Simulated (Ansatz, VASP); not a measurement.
Two plane-wave programs on Li2O

INCAR

```
SYSTEM = Li2O
PREC     = Accurate       ! precision mode
ENCUT    = 750            ! plane-wave cutoff, eV
EDIFF    = 1E-7           ! SCF threshold, eV
ISMEAR   = 0              ! smearing method
SIGMA    = 0.02           ! smearing width, eV
LREAL    = .FALSE.        ! projectors in reciprocal space
LASPH    = .TRUE.         ! aspherical terms in the spheres
NELM     = 120            ! most SCF steps
ALGO     = Normal         ! electronic algorithm
ISIF     = 3              ! what is computed and relaxed
LWAVE    = .FALSE.        ! write WAVECAR
LCHARG   = .FALSE.        ! write CHGCAR
GGA      = CA             ! functional
IBRION   = 2              ! ionic algorithm
NSW      = 100            ! ionic steps
EDIFFG   = -0.002         ! ionic threshold
GGA_COMPAT= .FALSE.      
NELMIN   = 4
```

File KPOINTS:

```
Automatic mesh
0
G
  8 8 8
  0 0 0
```

File POSCAR:

```
Li2O
1.0
    0.0000000000      2.3135000000      2.3135000000
    2.3135000000      0.0000000000      2.3135000000
    2.3135000000      2.3135000000      0.0000000000
Li O
2 1
Direct
    0.2500000000      0.2500000000      0.2500000000
    0.7500000000      0.7500000000      0.7500000000
    0.0000000000      0.0000000000      0.0000000000
```

Input for Ansatz:

```yaml
crystal:
  lattice:
    - [0.0, 2.3135, 2.3135]
    - [2.3135, 0.0, 2.3135]
    - [2.3135, 2.3135, 0.0]
  atoms:
    - { symbol: Li, position: [0.25, 0.25, 0.25] }
    - { symbol: Li, position: [0.75, 0.75, 0.75] }
    - { symbol: O, position: [0.0, 0.0, 0.0] }
basis:
  ecutwfc: 420
kpoints:
  mp_grid: { grid: [8, 8, 8] }
hamiltonian:
  xc: lda
  pseudopotentials: { kind: paw, azcp: { folder: soft_1 } }
scf:
  occupations: { method: gaussian, width: 0.02 }
output:
  forces: true
  stress: true
  eigenvalues: true
relax:
  adjacent_minimum: "off"
  f_tol: 0.002
  max_steps: 80
  cell: { stress_tol: 0.02 }
```

Alike in both runs: task relaxation of cell and atoms; functional LDA; k mesh 8 × 8 × 8; occupations gaussian, width 0.02 eV; no spin polarisation.

|  | VASP | Ansatz |
| --- | --- | --- |
| version | VASP 6.6.1 | Ansatz 0.2.0 |
| potentials or method | VASP PAW LDA potentials, release 64 (Li_sv, O), cutoff 750 eV | scalar-relativistic, plane waves, PAW |
| valence electrons in the cell | 12 | 12 |

Ansatz gave:

```
gap on the k mesh at the Fermi level, each at its own relaxed structure (eV) : 4.96
relaxed volume (Å³/atom)                                                     : 7.55
relaxed cell length with the largest relative difference (Å)                 : 3.176
```

**Question.** Estimate VASP's values.

**Answer.** gap on the k mesh at the Fermi level, each at its own relaxed structure (eV): 4.95; relaxed volume (Å³/atom): 7.55; relaxed cell length with the largest relative difference (Å): 3.176.

Ansatz warns that its potentials were made for another functional, while VASP's fit it. LDA's correlation is that of Perdew and Zunger in VASP and of Perdew and Wang (1992) in Ansatz.
